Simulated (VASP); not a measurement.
# WS2 (R3m) in VASP: a series of runs

Runs on WS2. Level: PBEsol+D3(BJ). Tasks: single point.

All numbers are computed with VASP 6.6.1; they aren't measurements. Logs are shortened: lines on timing, memory, paths and dates and some standing lists are left out, and cuts for length are marked.

## (1) The cell of the first run

It takes space group R3m (No. 160, trigonal). Conventional cell: a = 3.214 Å, b = 3.214 Å, c = 15.004 Å, α = 90.00°, β = 90.00°, γ = 120.00°. Within 3.0 Å of W (site symmetry 3m) lie 6 S at 2.29 Å. Within 3.0 Å of S (site symmetry 3m) lie 3 W at 2.29 Å and 4 S at 2.69 to 2.97 Å. Within 3.0 Å of S (site symmetry 3m) lie 3 W at 2.29 Å and 4 S at 2.69 to 2.97 Å.

## (2) Single point, PBEsol+D3(BJ)

The input, INCAR:

```
ALGO     = Normal         # electronic algorithm
EDIFF    = 1E-7           # SCF threshold, eV
ENCUT    = 520            # plane-wave cutoff, eV
GGA      = PS             # functional
ISIF     = 2              # what is computed and relaxed
ISMEAR   = 0              # smearing method
IVDW     = 12             # dispersion correction
LASPH    = True           # aspherical terms in the spheres
LCHARG   = True           # write CHGCAR
LELF     = True           # ELF
LREAL    = False          # projectors in reciprocal space
LVHAR    = True         
LWAVE    = False          # write WAVECAR
NBANDS   = 20             # bands
NELM     = 80             # most SCF steps
PREC     = Accurate       # precision mode
SIGMA    = 0.05           # smearing width, eV
```

The input, KPOINTS:

```
k-points
0
Gamma
  12 12 12
```

The input, POSCAR:

```
WS2
1.0
    1.6071000000      0.9278596176      5.0013000000
   -1.6071000000      0.9278596176      5.0013000000
    0.0000000000     -1.8557192352      5.0013000000
W S
1 2
Direct
    0.9993605138      0.9993605138      0.9993605138
    0.7554704513      0.7554704513      0.7554704513
    0.5764690349      0.5764690349      0.5764690349
```

Potentials or basis: VASP PAW PBE potentials, release 64 (W_sv, S).

Run with:

```sh
$ cat potpaw_PBE.64/W_sv/POTCAR potpaw_PBE.64/S/POTCAR > POTCAR
$ mpirun -np 1 vasp_std > vasp.out
```

OUTCAR:

```text
EDIFF = 1E-7
   ENCUT = 520
   GGA = PS
   ISIF = 2
   ISMEAR = 0
   IVDW = 12
   LASPH = True
   LREAL = False
   NELM = 80
   PREC = Accurate
 IVDW          = 12

 ion  position               nearest neighbor table
   1  0.999  0.999  0.999-   2 2.29   2 2.29   2 2.29   3 2.29   3 2.29   3 2.29
   2  0.755  0.755  0.755-   1 2.29   1 2.29   1 2.29   3 2.69
   3  0.576  0.576  0.576-   1 2.29   1 2.29   1 2.29   2 2.69

  LATTYP: Found a trigonal (rhomboedric) cell.
 ALAT       =     5.3344817527
 COS(alpha) =     0.8184771381

  Lattice vectors:

 A1 = (   1.6071000000,   0.9278596176,   5.0013000000)
 A2 = (  -1.6071000000,   0.9278596176,   5.0013000000)
 A3 = (   0.0000000000,  -1.8557192352,   5.0013000000)

Analysis of symmetry for initial positions (statically):
=====================================================================
 Subroutine PRICEL returns:
 Original cell was already a primitive cell.

 Routine SETGRP: Setting up the symmetry group for a
 trigonal (rhombohedral) supercell.

 Subroutine GETGRP returns: Found  6 space group operations
 (whereof  6 operations were pure point group operations)
 out of a pool of 12 trial point group operations.

The static configuration has the point symmetry C_3v.

Analysis of symmetry for dynamics (positions and initial velocities):
=====================================================================
 Subroutine PRICEL returns:
 Original cell was already a primitive cell.

 Routine SETGRP: Setting up the symmetry group for a
 trigonal (rhombohedral) supercell.

 Subroutine GETGRP returns: Found  6 space group operations
 (whereof  6 operations were pure point group operations)
 out of a pool of 12 trial point group operations.

The dynamic configuration has the point symmetry C_3v.

 Subroutine INISYM returns: Found  6 space group operations
 (whereof  6 operations are pure point group operations),
 and found     1 'primitive' translations

----------------------------------------------------------------------------------------

                                     Primitive cell

  volume of cell :      44.7465

  direct lattice vectors                    reciprocal lattice vectors
     1.607100000  0.927859618  5.001300000     0.311119408  0.179624874  0.066649338
    -1.607100000  0.927859618  5.001300000    -0.311119408  0.179624874  0.066649338
     0.000000000 -1.855719235  5.001300000     0.000000000 -0.359249747  0.066649338

  length of vectors
     5.334481753  5.334481753  5.334481753     0.365379960  0.365379960  0.365379960

  position of ions in fractional coordinates (direct lattice)
     0.999360514  0.999360514  0.999360514
     0.755470451  0.755470451  0.755470451
     0.576469035  0.576469035  0.576469035

  ion indices of the primitive-cell ions
   primitive index   ion index
                 1           1
                 2           2
                 3           3

----------------------------------------------------------------------------------------

 KPOINTS: k-points

Automatic generation of k-mesh.
 Grid dimensions read from file:
 generate k-points for:   12   12   12

 Generating k-lattice:

  Cartesian coordinates                     Fractional coordinates (reciprocal lattice)
     0.025926617  0.014968739  0.005554111     0.083333333 -0.000000000 -0.000000000
    -0.025926617  0.014968739  0.005554111    -0.000000000  0.083333333 -0.000000000
     0.000000000 -0.029937479  0.005554111    -0.000000000 -0.000000000  0.083333333

  Length of vectors
     0.030448330  0.030448330  0.030448330

  Shift w.r.t. Gamma in fractional coordinates (k-lattice)
     0.000000000  0.000000000  0.000000000

 Subroutine IBZKPT returns following result:
 ===========================================

 Found    189 irreducible k-points:

 Following reciprocal coordinates:
            Coordinates               Weight
  0.000000  0.000000  0.000000      1.000000
  0.083333  0.000000  0.000000      6.000000
  0.166667  0.000000  0.000000      6.000000
  0.250000  0.000000  0.000000      6.000000
  0.333333  0.000000  0.000000      6.000000
  0.416667  0.000000  0.000000      6.000000
[... 16 lines left out ...]
  0.500000  0.166667 -0.000000     12.000000
 -0.416667  0.166667  0.000000     12.000000
 [... further k-points ...]
   k-points           NKPTS =    189   k-points in BZ     NKDIM =    189   number of bands    NBANDS=     20
   number of dos      NEDOS =    301   number of ions     NIONS =      3
   total plane-waves  NPLWV =  64000
   dimension x,y,z NGX =    40 NGY =   40 NGZ =   40
   dimension x,y,z NGXF=    80 NGYF=   80 NGZF=   80
   ions per type =               1   2
   NGX,Y,Z   is equivalent  to a cutoff of  12.47, 12.47, 12.47 a.u.
   NGXF,Y,Z  is equivalent  to a cutoff of  24.93, 24.93, 24.93 a.u.
 SYSTEM =  unknown system
   PREC   = accura    normal or accurate (medium, high low for compatibility)
   ISTART =      0    job   : 0-new  1-cont  2-samecut
   ICHARG =      2    charge: 1-file 2-atom 10-const
   ISPIN  =      1    spin polarized calculation?
   LNONCOLLINEAR =      F non collinear calculations
   LSORBIT =      F    spin-orbit coupling
   LASPH  =      T    aspherical Exc in radial PAW
   ENCUT  =  520.0 eV  38.22 Ry    6.18 a.u.   9.92  9.92  9.92*2*pi/ulx,y,z
   NELM   =     80;   NELMIN=  2; NELMDL= -5     # of ELM steps
   EDIFF  = 0.1E-06   stopping-criterion for ELM
   LREAL  =      F    real-space projection
   EDIFFG = 0.1E-05   stopping-criterion for IOM
   NSW    =      0    number of steps for IOM
   IBRION =     -1    ionic relax: 0-MD 1-quasi-New 2-CG
   NFREE  =      0    steps in history (QN), initial steepest desc. (CG)
   ISIF   =      2    stress and relaxation
   ISYM   =      2    0-nonsym 1-usesym 2-fastsym
   POTIM  = 0.5000    time-step for ionic-motion
   TEBEG  =    0.0;   TEEND  =   0.0 temperature during run
   PSTRESS=    0.0 pullay stress
   NELECT =      26.0000    total number of electrons
   NUPDOWN=      -1.0000    fix difference up-down
   EMIN   =  10.00;   EMAX   =-10.00  energy-range for DOS
   EFERMI =   0.00;   METHOD = LEGACY
   ISMEAR =     0;   SIGMA  =   0.05  broadening in eV -4-tet -1-fermi 0-gaus
   EFERMI_NEDOS =   21; number of points for ismear=-14 and -15
   IALGO  =     38    algorithm
   IMIX   =      4    mixing-type and parameters
     AMIX     =   0.40;   BMIX     =  1.00
     AMIX_MAG =   1.60;   BMIX_MAG =  1.00
  volume/ion in A,a.u.               =      14.92       100.65
  Fermi-wavevector in a.u.,A,eV,Ry     =   1.366091  2.581537 25.391240  1.866204
  Thomas-Fermi vector in A             =   2.492262
   LORBIT       =      0    0 simple, 1 ext, 2 COOP (PROOUT), +10 PAW based schemes
   GGA     = PS    functional components
   LHFCALC =     F    Hartree Fock is set to
   AEXX    =    0.0000 exact exchange contribution
   IVDW    =    12    specifies the selected vdW correction
   LEPSILON=     F    determine dielectric tensor
   LRPA    =     F    only Hartree local field effects (RPA)
 non-spin polarized calculation
 Gauss-broadening in eV      SIGMA  =   0.05
  energy-cutoff  :      520.00
  volume of cell :       44.75
 maximum number of plane-waves:      1219
   NGX = 19   NGY = 19   NGZ = 19

 number of electron      26.0000000 magnetization

 Free energy of the ion-electron system (eV)
  ---------------------------------------------------
  ext. energy  EPLUGINS =         0.00000000
  ---------------------------------------------------
  free energy    TOTEN  =       -24.02674333 eV

  energy without entropy =      -24.02496365  energy(sigma->0) =      -24.02585349

 E-fermi :  10.3536     XC(G=0): -12.1106

 val. band max:       10.3527456627   @ k =  -0.2500   0.4167   0.1667
 cond. band min:      10.3562705973   @ k =  -0.4167   0.3333  -0.0000
 fundamental gap:      0.0035249345
 Fermi energy:        10.3535529214

 k-point     1 :       0.0000    0.0000    0.0000
  band No.  band energies     occupation
      1     -64.5948      2.00000
      2     -28.9138      2.00000
      3     -28.8992      2.00000
      4     -28.8992      2.00000
      5      -7.1050      2.00000
      6      -3.0924      2.00000
[... 12 lines left out ...]
     19      16.7774      0.00000
     20      19.3172      0.00000

 k-point     2 :       0.0833    0.0000    0.0000
  band No.  band energies     occupation
      1     -64.5937      2.00000
      2     -28.9243      2.00000
      3     -28.9092      2.00000
      4     -28.9049      2.00000
      5      -6.9791      2.00000
      6      -3.1193      2.00000
[... 12 lines left out ...]
     19      17.2101      0.00000
     20      19.1490      0.00000

 k-point     3 :       0.1667    0.0000    0.0000
  band No.  band energies     occupation
      1     -64.5907      2.00000
      2     -28.9922      2.00000
      3     -28.9202      2.00000
      4     -28.8967      2.00000
      5      -6.6208      2.00000
      6      -3.1873      2.00000
[... 12 lines left out ...]
     19      17.7000      0.00000
     20      19.1305      0.00000

 k-point     4 :       0.2500    0.0000    0.0000
  band No.  band energies     occupation
      1     -64.5865      2.00000
      2     -29.0835      2.00000
      3     -28.9411      2.00000
      4     -28.8795      2.00000
      5      -6.0900      2.00000
      6      -3.2719      2.00000
[... 12 lines left out ...]
     19      17.5557      0.00000
     20      19.0006      0.00000

 k-point     5 :       0.3333    0.0000    0.0000
  band No.  band energies     occupation
      1     -64.5824      2.00000
      2     -29.1733      2.00000
      3     -28.9618      2.00000
      4     -28.8623      2.00000
      5      -5.4906      2.00000
      6      -3.3549      2.00000
[... 12 lines left out ...]
     19      17.8486      0.00000
     20      18.5808      0.00000
[... 353 lines left out ...]
      6      -3.4747      2.00000
[... 12 lines left out ...]
     19      18.2355      0.00000
     20      18.7019      0.00000

 k-point    22 :       0.4167    0.1667    0.0000
  band No.  band energies     occupation
      1     -64.5809      2.00000
      2     -29.1739      2.00000
      3     -29.0025      2.00000
      4     -28.8561      2.00000
      5      -5.1751      2.00000
      6      -3.5051      2.00000
[... 12 lines left out ...]
     19      18.0533      0.00000
     20      19.2805      0.00000

 k-point    23 :       0.5000    0.1667   -0.0000
  band No.  band energies     occupation
      1     -64.5783      2.00000
      2     -29.2177      2.00000
      3     -29.0283      2.00000
      4     -28.8451      2.00000
      5      -4.7315      2.00000
      6      -3.5080      2.00000
[... 12 lines left out ...]
     19      17.7274      0.00000
     20      19.3174      0.00000

 k-point    24 :      -0.4167    0.1667    0.0000
  band No.  band energies     occupation
      1     -64.5773      2.00000
      2     -29.2335      2.00000
      3     -29.0379      2.00000
      4     -28.8410      2.00000
      5      -4.5825      2.00000
      6      -3.4714      2.00000
[... 12 lines left out ...]
     19      17.6963      0.00000
     20      19.3342      0.00000

 [... further k-points ...]

------------------------ aborting loop because EDIFF is reached ----------------------------------------

 Edisp (eV)   -1.38730

 E8    (eV) :    -0.9014

  FORCE on cell =-STRESS in cart. coord.  units (eV):
  Direction    XX          YY          ZZ          XY          YZ          ZX
  --------------------------------------------------------------------------------------
  -------------------------------------------------------------------------------------
  Total       3.61416     3.61416    14.28629     0.00000     0.00000     0.00000
  in kB     129.40725   129.40725   511.52955     0.00000     0.00000     0.00000
  external pressure =      256.78 kB  Pullay stress =        0.00 kB

 VOLUME and BASIS-vectors are now :
 -----------------------------------------------------------------------------
  energy-cutoff  :      520.00
  volume of cell :       44.75
      direct lattice vectors                 reciprocal lattice vectors
     1.607100000  0.927859618  5.001300000     0.311119408  0.179624874  0.066649338
    -1.607100000  0.927859618  5.001300000    -0.311119408  0.179624874  0.066649338
     0.000000000 -1.855719235  5.001300000     0.000000000 -0.359249747  0.066649338

 POSITION                                       TOTAL-FORCE (eV/Angst)
 -----------------------------------------------------------------------------------
      0.00000      0.00000     14.99431         0.000000      0.000000      0.107332
      0.00000      0.00000     11.33500         0.000000      0.000000      3.976678
      0.00000      0.00000      8.64928         0.000000      0.000000     -4.084010
 -----------------------------------------------------------------------------------
    total drift:                                0.000000      0.000000     -0.000054

  FREE ENERGIE OF THE ION-ELECTRON SYSTEM (eV)
  ---------------------------------------------------
  free  energy   TOTEN  =       -25.4140468760 eV

  energy  without entropy=      -25.4122671995  energy(sigma->0) =      -25.41315704
```

Wall time 4.5 min (1 thread of Intel Xeon Platinum 8259CL at 2.50GHz (Skylake/Cascade Lake), shared host); peak memory 0.35 GiB.

Results:

```
Free energy                : -25.4140 eV
Pressure                   : 25.7 GPa
Largest force              : 4.084 eV/Å
Band gap on the k mesh     : zero (bands 13 and 14 overlap by 1.19 eV)
Dispersion energy per atom : -0.462 eV
```

Forces in eV/Å, atoms in the order of the input:
```
W    0.000  0.000  0.107
S    0.000  0.000  3.977
S    0.000  0.000 -4.084
```

Stress tensor (GPa, compression positive):
```
12.94  0.00  0.00
 0.00 12.94  0.00
 0.00  0.00 51.15
```

Caveat: the cell stands under pressure; the PAW data sets were made with another functional, which shifts forces and pressure a little; spin-orbit coupling is left out, which moves the levels of the heavy elements.

## (3) Single point, PBEsol+D3(BJ)

This run uses another cell than the first one, of 15.24 Å³/atom.

The input, INCAR:

```
SYSTEM = WS2
PREC     = Accurate       ! precision mode
ENCUT    = 520            ! plane-wave cutoff, eV
EDIFF    = 1E-7           ! SCF threshold, eV
ISMEAR   = 0              ! smearing method
SIGMA    = 0.05           ! smearing width, eV
LREAL    = .FALSE.        ! projectors in reciprocal space
LASPH    = .TRUE.         ! aspherical terms in the spheres
NELM     = 80             ! most SCF steps
ALGO     = Normal         ! electronic algorithm
ISIF     = 2              ! what is computed and relaxed
LWAVE    = .FALSE.        ! write WAVECAR
LCHARG   = .FALSE.        ! write CHGCAR
GGA      = PS             ! functional
IVDW     = 12             ! dispersion correction
NBANDS   = 20             ! bands
```

The input, KPOINTS:

```
regular mesh
0
G
  12 12 12
  0 0 0
```

The input, POSCAR:

```
WS2
1.0
    1.5602910595      0.9008344632      5.4219666667
   -1.5602910595      0.9008344632      5.4219666667
    0.0000000000     -1.8016689264      5.4219666667
W S
1 2
Direct
    0.9993605138      0.9993605138      0.9993605138
    0.7554704513      0.7554704513      0.7554704513
    0.5764690349      0.5764690349      0.5764690349
```

Potentials or basis: VASP PAW PBE potentials, release 64 (W_sv, S).

Run with:

```sh
$ cat potpaw_PBE.64/W_sv/POTCAR potpaw_PBE.64/S/POTCAR > POTCAR
$ mpirun -np 1 vasp_std > vasp.out
```

Run time: 5.1 min. Hardware: 1 thread of Intel Xeon Platinum 8259CL at 2.50GHz (Skylake/Cascade Lake), shared host; peak memory 0.37 GiB.

It converged, with:

- Free energy: -26.1482 eV
- Pressure: 18.2 GPa
- Largest force: 2.468 eV/Å
- Band gap on the k mesh: zero (bands 13 and 14 overlap by 0.02 eV)
- Dispersion energy per atom: -0.452 eV

Forces on the atoms (eV/Å):
```
W    0.000  0.000  0.007
S    0.000  0.000  2.461
S    0.000  0.000 -2.468
```

Stress tensor (GPa, compression positive):
```
12.14  0.00  0.00
 0.00 12.14  0.00
 0.00  0.00 30.24
```

Levels at points of the mesh, in eV from the Fermi level:
```
           k point  band 10  band 11  band 12  band 13  band 14  band 15  band 16  band 17
(0.00, 0.00, 0.00)    -3.69    -3.69    -1.81    -1.00     1.31     1.31     2.27     2.27
(0.50, 0.00, 0.00)    -5.70    -3.01    -2.83    -2.61     1.51     1.97     2.94     3.22
(0.50, 0.50, 0.00)    -5.44    -4.07    -3.39    -2.48     1.35     2.07     2.54     4.58
(0.50, 0.50, 0.50)    -4.98    -3.58    -3.58     0.06     1.57     1.57     1.84     1.84
```

Caveat: the cell stands under pressure; the PAW data sets were made with another functional, which shifts forces and pressure a little; spin-orbit coupling is left out, which moves the levels of the heavy elements.
